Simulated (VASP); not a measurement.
Crystal: Be4ZnSe.

```xyz
6
Lattice="4.0438 0.0000 0.0000 -2.0219 3.5021 0.0000 0.0000 0.0000 6.0053" Properties=species:S:1:pos:R:3 pbc="T T T"
Be    1.0133    1.7497    0.1043
Be    2.0219    0.0027    0.1043
Be    3.0306    1.7497    0.1043
Be    0.0000    0.0000    0.8582
Zn    0.0000    0.0000    2.9676
Se    2.0219    1.1674    1.9174
```

The cell was generated, and may not be a known phase.

```yaml
Program: VASP 6.6.1
Task: relaxation of cell and atoms
Functional: PBE
Potentials_or_basis: VASP PAW PBE potentials, release 64 (Be, Zn, Se)
Cutoff: 600 eV
k_mesh: 5 × 5 × 3
Occupations: gaussian, width 0.2 eV
Spin: no spin polarisation
```

At the start: pressure 15.6 GPa; volume 14.17 Å³/atom.

Q: Where does the relaxation end?

A: Over 26 steps the energy falls by 511.0 meV/atom and the volume is 14.23 Å³/atom (+0.4 %); space group P3m1 (No. 156, to 0.1 Å) before and after.

Step by step:
| step | energy change (eV) | largest force (eV/Å) | pressure (GPa) | volume (Å³) |
| --- | --- | --- | --- | --- |
| 1 | 0.0000 | 3.0760 | 15.56 | 85.05 |
| 2 | -1.4019 | 1.7568 | -1.84 | 103.14 |
| 3 | -1.4088 | 1.7384 | -2.70 | 104.75 |
| 4 | -1.7237 | 1.6938 | -2.25 | 102.66 |
| 5 | -2.0889 | 1.7694 | 1.67 | 96.47 |
| 6 | -2.1083 | 1.2632 | 0.59 | 97.72 |
| 7 | -2.3093 | 0.9813 | 0.57 | 96.85 |
| 8 | -2.7102 | 0.5580 | 0.59 | 94.26 |
| 9 | -1.8481 | 3.3414 | 4.97 | 89.09 |
| 10 | -2.7436 | 0.4802 | 0.75 | 93.62 |
| 11 | -2.7687 | 1.0328 | 1.11 | 92.33 |
| 12 | -2.7964 | 1.1510 | -0.49 | 92.24 |
| 13 | -2.8458 | 0.6065 | 0.00 | 92.30 |
| 14 | -2.9186 | 0.3205 | -0.54 | 92.30 |
| 15 | -2.9344 | 0.3930 | -0.81 | 92.29 |
| 16 | -2.9876 | 0.2462 | -1.08 | 91.11 |
| 17 | -3.0186 | 0.2701 | -1.28 | 89.52 |
| 18 | -3.0337 | 0.2586 | 0.14 | 87.18 |
| 19 | -3.0340 | 0.2558 | 0.31 | 86.88 |
| 20 | -3.0409 | 0.1652 | 0.22 | 86.68 |
| 21 | -3.0437 | 0.2160 | 0.16 | 86.44 |
| 22 | -3.0502 | 0.2142 | -0.04 | 86.57 |
| 23 | -3.0575 | 0.2181 | -0.60 | 86.92 |
| 24 | -3.0635 | 0.1407 | -0.27 | 86.19 |
| 25 | -3.0642 | 0.1431 | 0.45 | 84.74 |
| 26 | -3.0658 | 0.0783 | 0.20 | 85.37 |

Final structure:
```xyz
6
Lattice="4.2148 0.0000 0.0000 -2.1074 3.6501 0.0000 0.0000 0.0000 5.5488" Properties=species:S:1:pos:R:3 pbc="T T T"
Be    1.0606    1.8211    5.5316
Be    2.1074    0.0079    5.5316
Be    3.1542    1.8211    5.5316
Be    0.0000    0.0000    0.0504
Zn    0.0000    0.0000    3.3336
Se    2.1074    1.2167    2.2636
```

Caveat: the relaxation stopped at a loose force limit of 0.08 eV/Å, so its end isn't a converged minimum.
